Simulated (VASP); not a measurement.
## NaF: single point with r2SCAN

The system is NaF.

```xyz
2
Lattice="2.8035 0.0000 0.0000 0.0000 2.8035 0.0000 0.0000 0.0000 2.7925" Properties=species:S:1:pos:R:3 pbc="T T T"
Na    0.0000    0.0000    0.0000
F     1.4018    1.4018    1.3963
```

This cell differs from its parent crystal: epitaxial xy strain +0.4%.

| Quantity | Value |
| --- | --- |
| Program | VASP 6.6.1 |
| Task | single point |
| Functional | r2SCAN |
| Potentials or basis | VASP PAW PBE potentials, release 64 (Na_pv, F) |
| Cutoff | 520 eV |
| k mesh | 10 × 10 × 10 |
| Occupations | gaussian, width 0.01 eV |
| Spin | no spin polarisation |

```yaml
Pressure: -1.2 GPa
Band_gap_on_the_k_mesh: 7.05 eV, indirect (least direct gap 7.38 eV)
```

Stress tensor (GPa, compression positive):
```
-1.46  0.00  0.00
 0.00 -1.46  0.00
 0.00  0.00 -0.79
```

Levels at points of the mesh, in eV from the valence-band top:
| k point | band 3 | band 4 | band 5 | band 6 | band 7 | band 8 | band 9 | band 10 | band 11 | band 12 |
| --- | --- | --- | --- | --- | --- | --- | --- | --- | --- | --- |
| (0.00, 0.00, 0.00) | -20.67 | -20.66 | -0.36 | -0.36 | -0.33 | 7.05 | 16.39 | 16.47 | 25.47 | 25.47 |
| (0.50, 0.00, 0.00) | -20.64 | -20.00 | -2.62 | -0.24 | -0.21 | 11.83 | 12.88 | 20.42 | 22.29 | 24.88 |
| (0.50, 0.50, 0.00) | -20.61 | -20.50 | -1.89 | -1.89 | 0.00 | 12.93 | 16.37 | 16.37 | 16.53 | 24.67 |
| (0.00, 0.00, 0.50) | -20.64 | -20.00 | -2.61 | -0.23 | -0.23 | 11.83 | 12.93 | 20.41 | 22.25 | 24.91 |
| (0.50, 0.00, 0.50) | -20.61 | -20.50 | -1.89 | -1.88 | -0.02 | 12.96 | 16.38 | 16.42 | 16.47 | 24.55 |
| (0.50, 0.50, 0.50) | -20.84 | -20.27 | -1.69 | -1.68 | -1.68 | 15.45 | 15.45 | 15.45 | 20.42 | 20.42 |

Run time: 2.1 min on 1 thread of Intel Xeon 8259CL, on a shared host, peak memory 0.16 GiB.

Caveat: the cell differs from its parent crystal (epitaxial xy strain +0.4%); the PAW data sets were made with another functional, which shifts forces and pressure a little. A k mesh can miss the band edges.
